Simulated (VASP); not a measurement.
# GaSb3 (Immm) in VASP: notebook

The runs below take GaSb3 through single point, with LDA.

All numbers are computed with VASP 6.6.1; they aren't measurements. Logs are shortened: lines on timing, memory, paths and dates and some standing lists are left out, and cuts for length are marked.

### Step 1. The cell of the first run

Symmetry: Immm, No. 71, orthorhombic system. Conventional cell: a = 4.917 Å, b = 5.327 Å, c = 7.244 Å, α = 90.00°, β = 90.00°, γ = 90.00°. Within 4.0 Å of Ga (site symmetry mmm) lie 14 Sb at 3.05 to 3.62 Å. Sb (site symmetry mm2) has 4 Ga at 3.05 to 3.22 Å and 10 Sb at 3.05 to 3.62 Å within 4.0 Å. Within 4.0 Å of Sb (site symmetry mmm) lie 8 Sb at 3.05 to 3.22 Å and 6 Ga at 3.62 Å.

### Step 2. Single point, LDA (engineering shear strain xz -0.0800, normal strain along z +0.0000)

INCAR reads:

```
SYSTEM = GaSb3
PREC = Accurate
ENCUT = 520
EDIFF = 1E-6
ISMEAR = 0
SIGMA = 0.15
LREAL = .False.
LASPH = .True.
NELM = 100
ALGO = Normal
ISIF = 2
LWAVE = .False.
LCHARG = .False.
GGA = CA
NBANDS = 22
```

KPOINTS reads:

```
regular mesh
0
Gamma
  10 10 10
  0 0 0
```

POSCAR reads:

```
GaSb3
1.0
   -0.1448800451      3.6220011279      3.6220011279
    3.4771210828      0.0000000000      3.4771210828
    3.6220011279      3.6220011279     -0.1448800451
Ga Sb
1 3
Direct
    0.0000000000      0.0000000000      0.0000000000
    0.2500000000      0.2500000000      0.2500000000
    0.7500000000      0.7500000000      0.7500000000
    0.5000000000      0.5000000000      0.5000000000
```

Potentials or basis: VASP PAW LDA potentials, release 64 (Ga_d, Sb).

Launch:

```sh
cat potpaw_LDA.64/Ga_d/POTCAR potpaw_LDA.64/Sb/POTCAR > POTCAR
mpirun -np 1 vasp_std > vasp.out
```

OUTCAR:

```text
SYSTEM = GaSb3
   PREC = Accurate
   ENCUT = 520
   EDIFF = 1E-6
   ISMEAR = 0
   LREAL = .False.
   LASPH = .True.
   NELM = 100
   ISIF = 2
   GGA = CA

 ion  position               nearest neighbor table
   1  0.000  0.000  0.000-   3 3.05   2 3.05   3 3.05   2 3.05   3 3.22   2 3.22   3 3.22   2 3.22

   2  0.250  0.250  0.250-   1 3.05   1 3.05   4 3.05   4 3.05   1 3.22   4 3.22   1 3.22   4 3.22
                             3 3.62   3 3.62   3 3.62   3 3.62   3 3.62   3 3.62
   3  0.750  0.750  0.750-   4 3.05   1 3.05   4 3.05   1 3.05   4 3.22   1 3.22   4 3.22   1 3.22
                             2 3.62   2 3.62   2 3.62   2 3.62   2 3.62   2 3.62
   4  0.500  0.500  0.500-   2 3.05   2 3.05   3 3.05   3 3.05   2 3.22   3 3.22   2 3.22   3 3.22

  LATTYP: Found a body centered orthorhombic cell.
 ALAT       =     4.9173917933
 B/A-ratio  =     1.0833333333
 C/A-ratio  =     1.4731391275

  Lattice vectors:

 A1 = (   3.6220011279,  -3.6220011279,  -0.1448800451)
 A2 = (  -3.6220011279,  -3.6220011279,   0.1448800451)
 A3 = (   0.1448800451,   3.6220011279,  -3.6220011279)

Analysis of symmetry for initial positions (statically):
=====================================================================
 Subroutine PRICEL returns:
 Original cell was already a primitive cell.

 Routine SETGRP: Setting up the symmetry group for a
 body centered orthorhombic supercell.

 Subroutine GETGRP returns: Found  8 space group operations
 (whereof  8 operations were pure point group operations)
 out of a pool of  8 trial point group operations.

The static configuration has the point symmetry D_2h.

Analysis of symmetry for dynamics (positions and initial velocities):
=====================================================================
 Subroutine PRICEL returns:
 Original cell was already a primitive cell.

 Routine SETGRP: Setting up the symmetry group for a
 body centered orthorhombic supercell.

 Subroutine GETGRP returns: Found  8 space group operations
 (whereof  8 operations were pure point group operations)
 out of a pool of  8 trial point group operations.

The dynamic configuration has the point symmetry D_2h.

 Subroutine INISYM returns: Found  8 space group operations
 (whereof  8 operations are pure point group operations),
 and found     1 'primitive' translations

----------------------------------------------------------------------------------------

                                     Primitive cell

  volume of cell :      94.8812

  direct lattice vectors                    reciprocal lattice vectors
    -0.144880045  3.622001128  3.622001128    -0.132735804  0.138045236  0.132735804
     3.477121083  0.000000000  3.477121083     0.143797121 -0.138045236  0.143797121
     3.622001128  3.622001128 -0.144880045     0.132735804  0.138045236 -0.132735804

  length of vectors
     5.124331622  4.917391793  5.124331622     0.233010889  0.245787939  0.233010889

  position of ions in fractional coordinates (direct lattice)
     0.000000000  0.000000000  0.000000000
     0.250000000  0.250000000  0.250000000
     0.750000000  0.750000000  0.750000000
     0.500000000  0.500000000  0.500000000

  ion indices of the primitive-cell ions
   primitive index   ion index
                 1           1
                 2           2
                 3           3
                 4           4

----------------------------------------------------------------------------------------

 KPOINTS: regular mesh

Automatic generation of k-mesh.
 Grid dimensions read from file:
 generate k-points for:   10   10   10

 Generating k-lattice:

  Cartesian coordinates                     Fractional coordinates (reciprocal lattice)
    -0.013273580  0.013804524  0.013273580     0.100000000  0.000000000 -0.000000000
     0.014379712 -0.013804524  0.014379712     0.000000000  0.100000000 -0.000000000
     0.013273580  0.013804524 -0.013273580     0.000000000  0.000000000  0.100000000

  Length of vectors
     0.023301089  0.024578794  0.023301089

  Shift w.r.t. Gamma in fractional coordinates (k-lattice)
     0.000000000  0.000000000  0.000000000

 Subroutine IBZKPT returns following result:
 ===========================================

 Found    171 irreducible k-points:

 Following reciprocal coordinates:
            Coordinates               Weight
  0.000000  0.000000  0.000000      1.000000
  0.100000  0.000000 -0.000000      4.000000
  0.200000  0.000000 -0.000000      4.000000
  0.300000  0.000000  0.000000      4.000000
  0.400000  0.000000 -0.000000      4.000000
  0.500000  0.000000  0.000000      2.000000
[... 16 lines left out ...]
 -0.400000  0.200000 -0.000000      8.000000
 -0.300000  0.200000 -0.000000      8.000000
 [... further k-points ...]
   k-points           NKPTS =    171   k-points in BZ     NKDIM =    171   number of bands    NBANDS=     22
   number of dos      NEDOS =    301   number of ions     NIONS =      4
   total plane-waves  NPLWV =  64000
   dimension x,y,z NGX =    40 NGY =   40 NGZ =   40
   dimension x,y,z NGXF=    80 NGYF=   80 NGZF=   80
   ions per type =               1   3
   NGX,Y,Z   is equivalent  to a cutoff of  12.98, 13.52, 12.98 a.u.
   NGXF,Y,Z  is equivalent  to a cutoff of  25.95, 27.05, 25.95 a.u.
 SYSTEM =  GaSb3
   PREC   = accura    normal or accurate (medium, high low for compatibility)
   ISTART =      0    job   : 0-new  1-cont  2-samecut
   ICHARG =      2    charge: 1-file 2-atom 10-const
   ISPIN  =      1    spin polarized calculation?
   LNONCOLLINEAR =      F non collinear calculations
   LSORBIT =      F    spin-orbit coupling
   LASPH  =      T    aspherical Exc in radial PAW
   ENCUT  =  520.0 eV  38.22 Ry    6.18 a.u.   9.53  9.14  9.53*2*pi/ulx,y,z
   NELM   =    100;   NELMIN=  2; NELMDL= -5     # of ELM steps
   EDIFF  = 0.1E-05   stopping-criterion for ELM
   LREAL  =      F    real-space projection
   EDIFFG = 0.1E-04   stopping-criterion for IOM
   NSW    =      0    number of steps for IOM
   IBRION =     -1    ionic relax: 0-MD 1-quasi-New 2-CG
   NFREE  =      0    steps in history (QN), initial steepest desc. (CG)
   ISIF   =      2    stress and relaxation
   ISYM   =      2    0-nonsym 1-usesym 2-fastsym
   POTIM  = 0.5000    time-step for ionic-motion
   TEBEG  =    0.0;   TEEND  =   0.0 temperature during run
   PSTRESS=    0.0 pullay stress
   NELECT =      28.0000    total number of electrons
   NUPDOWN=      -1.0000    fix difference up-down
   EMIN   =  10.00;   EMAX   =-10.00  energy-range for DOS
   EFERMI =   0.00;   METHOD = LEGACY
   ISMEAR =     0;   SIGMA  =   0.15  broadening in eV -4-tet -1-fermi 0-gaus
   EFERMI_NEDOS =   21; number of points for ismear=-14 and -15
   IALGO  =     38    algorithm
   IMIX   =      4    mixing-type and parameters
     AMIX     =   0.40;   BMIX     =  1.00
     AMIX_MAG =   1.60;   BMIX_MAG =  1.00
  volume/ion in A,a.u.               =      23.72       160.07
  Fermi-wavevector in a.u.,A,eV,Ry     =   1.089935  2.059679 16.163164  1.187959
  Thomas-Fermi vector in A             =   2.226149
   LORBIT       =      0    0 simple, 1 ext, 2 COOP (PROOUT), +10 PAW based schemes
   GGA     = CA    functional components
   LHFCALC =     F    Hartree Fock is set to
   AEXX    =    0.0000 exact exchange contribution
   IVDW    =     0    specifies the selected vdW correction
   LEPSILON=     F    determine dielectric tensor
   LRPA    =     F    only Hartree local field effects (RPA)
 non-spin polarized calculation
 Gauss-broadening in eV      SIGMA  =   0.15
  energy-cutoff  :      520.00
  volume of cell :       94.88
 maximum number of plane-waves:      2582
 NGX is ok and might be reduce to    40
   NGX = 19   NGY = 19   NGZ = 19

 number of electron      28.0000008 magnetization

 Free energy of the ion-electron system (eV)
  ---------------------------------------------------
  ext. energy  EPLUGINS =         0.00000000
  ---------------------------------------------------
  free energy    TOTEN  =       -17.26745268 eV

  energy without entropy =      -17.24153281  energy(sigma->0) =      -17.25449274

 E-fermi :   8.3981     XC(G=0): -10.7635

 val. band max:        8.3919394120   @ k =   0.5000   0.3000   0.1000
 cond. band min:       8.4016285569   @ k =  -0.0000   0.5000  -0.0000
 fundamental gap:      0.0096891449
 Fermi energy:         8.3981476384

 k-point     1 :       0.0000    0.0000    0.0000
  band No.  band energies     occupation
      1      -6.5090      2.00000
      2      -6.5057      2.00000
      3      -6.5015      2.00000
      4      -6.4872      2.00000
      5      -6.4865      2.00000
      6      -4.7242      2.00000
[... 14 lines left out ...]
     21      14.9423      0.00000
     22      15.8446      0.00000

 k-point     2 :       0.1000    0.0000   -0.0000
  band No.  band energies     occupation
      1      -6.5087      2.00000
      2      -6.5059      2.00000
      3      -6.5016      2.00000
      4      -6.4873      2.00000
      5      -6.4866      2.00000
      6      -4.6458      2.00000
[... 14 lines left out ...]
     21      14.3130      0.00000
     22      15.5084      0.00000

 k-point     3 :       0.2000    0.0000   -0.0000
  band No.  band energies     occupation
      1      -6.5080      2.00000
      2      -6.5071      2.00000
      3      -6.5014      2.00000
      4      -6.4878      2.00000
      5      -6.4867      2.00000
      6      -4.4123      2.00000
[... 14 lines left out ...]
     21      13.0547      0.00000
     22      14.6367      0.00000

 k-point     4 :       0.3000    0.0000    0.0000
  band No.  band energies     occupation
      1      -6.5092      2.00000
      2      -6.5071      2.00000
      3      -6.5007      2.00000
      4      -6.4882      2.00000
      5      -6.4869      2.00000
      6      -4.0319      2.00000
[... 14 lines left out ...]
     21      13.8438      0.00000
     22      14.1310      0.00000

 k-point     5 :       0.4000    0.0000   -0.0000
  band No.  band energies     occupation
      1      -6.5111      2.00000
      2      -6.5065      2.00000
      3      -6.5001      2.00000
      4      -6.4885      2.00000
      5      -6.4869      2.00000
      6      -3.5396      2.00000
[... 14 lines left out ...]
     21      13.0048      0.00000
     22      15.4411      0.00000

 k-point     6 :       0.5000    0.0000    0.0000
  band No.  band energies     occupation
      1      -6.5119      2.00000
      2      -6.5063      2.00000
      3      -6.4999      2.00000
      4      -6.4886      2.00000
      5      -6.4869      2.00000
      6      -3.1858      2.00000
[... 14 lines left out ...]
     21      13.7559      0.00000
     22      16.8287      0.00000

 k-point     7 :       0.0000    0.1000    0.0000
  band No.  band energies     occupation
      1      -6.5097      2.00000
      2      -6.5054      2.00000
      3      -6.5012      2.00000
      4      -6.4872      2.00000
      5      -6.4867      2.00000
      6      -4.6349      2.00000
[... 324 lines left out ...]
      6      -4.0008      2.00000
[... 14 lines left out ...]
     21      13.2196      0.00000
     22      14.7427      0.00000

 k-point    21 :       0.4000    0.2000    0.0000
  band No.  band energies     occupation
      1      -6.5124      2.00000
      2      -6.5047      2.00000
      3      -6.4998      2.00000
      4      -6.4902      2.00000
      5      -6.4868      2.00000
      6      -3.5838      2.00000
[... 14 lines left out ...]
     21      13.6688      0.00000
     22      14.7399      0.00000

 k-point    22 :       0.5000    0.2000   -0.0000
  band No.  band energies     occupation
      1      -6.5114      2.00000
      2      -6.5066      2.00000
      3      -6.4993      2.00000
      4      -6.4901      2.00000
      5      -6.4873      2.00000
      6      -3.0808      2.00000
[... 14 lines left out ...]
     21      14.3219      0.00000
     22      15.0106      0.00000

 k-point    23 :      -0.4000    0.2000   -0.0000
  band No.  band energies     occupation
      1      -6.5101      2.00000
      2      -6.5083      2.00000
      3      -6.4992      2.00000
      4      -6.4895      2.00000
      5      -6.4878      2.00000
      6      -2.9089      2.00000
[... 14 lines left out ...]
     21      13.5660      0.00000
     22      16.3260      0.00000

 k-point    24 :      -0.3000    0.2000   -0.0000
  band No.  band energies     occupation
      1      -6.5107      2.00000
      2      -6.5074      2.00000
      3      -6.4994      2.00000
      4      -6.4887      2.00000
      5      -6.4880      2.00000
      6      -3.3748      2.00000
[... 14 lines left out ...]
     21      14.2993      0.00000
     22      15.4746      0.00000

 [... further k-points ...]
[... 5 lines left out ...]
  --------------------------------------------------------------------------------------
  -------------------------------------------------------------------------------------
  Total        0.4682652      0.5955785      0.4682652      0.0000000      0.0000000      1.1655919
  in kB        7.9071897     10.0570196      7.9071897      0.0000000      0.0000000     19.6823427
  external PRESSURE =       8.6237997 kB  Pullay stress =       0.0000000 kB

 VOLUME and BASIS-vectors are now :
 -----------------------------------------------------------------------------
  energy-cutoff  :      520.00
  volume of cell :       94.88
      direct lattice vectors                 reciprocal lattice vectors
    -0.144880045  3.622001128  3.622001128    -0.132735804  0.138045236  0.132735804
     3.477121083  0.000000000  3.477121083     0.143797121 -0.138045236  0.143797121
     3.622001128  3.622001128 -0.144880045     0.132735804  0.138045236 -0.132735804

 POSITION                                       TOTAL-FORCE (eV/Angst)
 -----------------------------------------------------------------------------------
      0.00000      0.00000      0.00000        -0.000000     -0.000000     -0.000000
      1.73856      1.81100      1.73856         0.000000     -0.212947      0.000000
      5.21568      5.43300      5.21568        -0.000000      0.212947     -0.000000
      3.47712      3.62200      3.47712        -0.000000     -0.000000     -0.000000
 -----------------------------------------------------------------------------------
    total drift:                               -0.000000      0.000000      0.000000

  FREE ENERGIE OF THE ION-ELECTRON SYSTEM (eV)
  ---------------------------------------------------
  free  energy   TOTEN  =       -17.2674526804 eV

  energy  without entropy=      -17.2415328072  energy(sigma->0) =      -17.25449274
```

It took 2.5 min on 1 thread of Intel Xeon 6975P-C (Granite Rapids), shared host; peak memory 0.44 GiB.

Results:

```
Free energy            : -17.2675 eV
Pressure               : 0.9 GPa
Largest force          : 0.213 eV/Å
Band gap on the k mesh : zero (band 14 reaches 9.90 eV, above the bottom of band 15 at 6.00 eV)
```

Forces in eV/Å, atoms in the order of the input:
```
Ga   0.000  0.000  0.000
Sb   0.000 -0.213  0.000
Sb   0.000  0.213  0.000
Sb   0.000  0.000  0.000
```

Levels at points of the mesh, in eV from the Fermi level:
```csv
k point,band 10,band 11,band 12,band 13,band 14,band 15,band 16,band 17,band 18,band 19
"(0.00, 0.00, 0.00)",-2.97,-2.67,-2.58,-2.56,-2.53,-2.39,-0.90,-0.81,-0.57,3.44
"(0.50, 0.00, 0.00)",-3.83,-3.58,-2.78,-2.74,-0.31,0.07,1.98,2.41,2.80,3.20
"(0.00, 0.50, 0.00)",-3.94,-3.81,-2.95,-2.91,-0.40,0.00,2.05,2.89,2.95,3.67
"(0.50, 0.50, 0.00)",-5.63,-5.63,0.70,0.74,1.18,1.78,1.86,2.22,2.30,3.66
"(0.50, 0.00, 0.50)",-5.76,-5.45,0.93,0.93,1.34,1.50,1.80,2.16,2.32,4.17
```

Caveat: the cell differs from its parent crystal (engineering shear strain xz -0.0800, normal strain along z +0.0000); spin-orbit coupling is left out, which moves the levels of the heavy elements.

### Step 3. Single point, LDA (engineering shear strain xz -0.0533, normal strain along z +0.0000)

INCAR reads:

```
PREC = Accurate
ENCUT = 520
EDIFF = 1E-6
ISMEAR = 0
SIGMA = 0.15
LREAL = False
LASPH = True
NELM = 60
ALGO = Normal
ISIF = 2
LWAVE = False
LCHARG = True
GGA = CA
LELF = True
LVHAR = True
NBANDS = 22
```

KPOINTS reads:

```
Automatic mesh
0
Gamma
  10 10 10
```

POSCAR reads:

```
GaSb3
1.0
   -0.0965263301      3.6220011279      3.6220011279
    3.5254747978      0.0000000000      3.5254747978
    3.6220011279      3.6220011279     -0.0965263301
Ga Sb
1 3
Direct
    0.0000000000      0.0000000000      0.0000000000
    0.2500000000      0.2500000000      0.2500000000
    0.7500000000      0.7500000000      0.7500000000
    0.5000000000      0.5000000000      0.5000000000
```

Potentials or basis: VASP PAW LDA potentials, release 64 (Ga_d, Sb).

Launch:

```sh
cat potpaw_LDA.64/Ga_d/POTCAR potpaw_LDA.64/Sb/POTCAR > POTCAR
mpirun -np 1 vasp_std > vasp.out
```

Wall time 2.4 min (1 thread of Intel Xeon 6975P-C (Granite Rapids), shared host); peak memory 0.45 GiB.

It converged, with:

```yaml
Free_energy: -17.3001 eV
Pressure: 0.5 GPa
Largest_force: 0.125 eV/Å
Band_gap_on_the_k_mesh: zero (band 14 reaches 9.88 eV, above the bottom of band 15 at 5.84 eV)
```

Forces in eV/Å, atoms in the order of the input:
```
Ga   0.000  0.000  0.000
Sb   0.000 -0.125  0.000
Sb   0.000  0.125  0.000
Sb   0.000  0.000  0.000
```

Stress tensor (GPa, compression positive):
```
0.42 0.00 2.01
0.00 0.61 0.00
2.01 0.00 0.42
```

Levels at points of the mesh, in eV from the Fermi level:
```tsv
k point	band 12	band 13	band 14	band 15	band 16	band 17
(0.00, 0.00, 0.00)	-2.64	-2.58	-2.57	-2.55	-0.89	-0.82
(0.50, 0.00, 0.00)	-2.82	-2.79	-0.24	0.12	2.00	2.34
(0.00, 0.50, 0.00)	-2.93	-2.90	-0.32	0.07	2.10	2.62
(0.50, 0.50, 0.00)	0.84	0.87	1.18	1.60	1.95	2.13
(0.50, 0.00, 0.50)	0.93	1.00	1.31	1.39	1.87	2.22
```

Caveat: the cell differs from its parent crystal (engineering shear strain xz -0.0533, normal strain along z +0.0000); spin-orbit coupling is left out, which moves the levels of the heavy elements.
